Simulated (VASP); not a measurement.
A run of VASP 6.6.1 is set up as follows.

The input INCAR:

```
PREC     = Accurate       # precision mode
ENCUT    = 520            # plane-wave cutoff, eV
EDIFF    = 1E-6           # SCF threshold, eV
ISMEAR   = -1             # smearing method
SIGMA    = 0.01           # smearing width, eV
LREAL    = False          # projectors in reciprocal space
LASPH    = True           # aspherical terms in the spheres
NELM     = 80             # most SCF steps
ALGO     = Normal         # electronic algorithm
ISIF     = 2              # what is computed and relaxed
LWAVE    = False          # write WAVECAR
LCHARG   = False          # write CHGCAR
GGA      = PE             # functional
NBANDS   = 16             # bands
```

Contents of KPOINTS:

```
regular mesh
0
Gamma
  8 8 8
```

The input POSCAR:

```
CdS
1.0
    0.0000000000      2.9482938651      2.9482938651
    2.9482938651      0.0000000000      2.9482938651
    2.9482938651      2.9482938651      0.0000000000
Cd S
1 1
Direct
    0.0000000000      0.0000000000      0.0000000000
    0.7500000000      0.7500000000      0.7500000000
```

Potentials or basis: VASP PAW PBE potentials, release 64 (Cd, S).

The run is started by

```console
$ cat potpaw_PBE.64/Cd/POTCAR potpaw_PBE.64/S/POTCAR > POTCAR
$ mpirun -np 1 vasp_std > vasp.out
```

(1) What does it give for the pressure?

(2) Predict the band gap on the k mesh.

Results:

(1) 1.2 GPa.

(2) 1.08 eV.
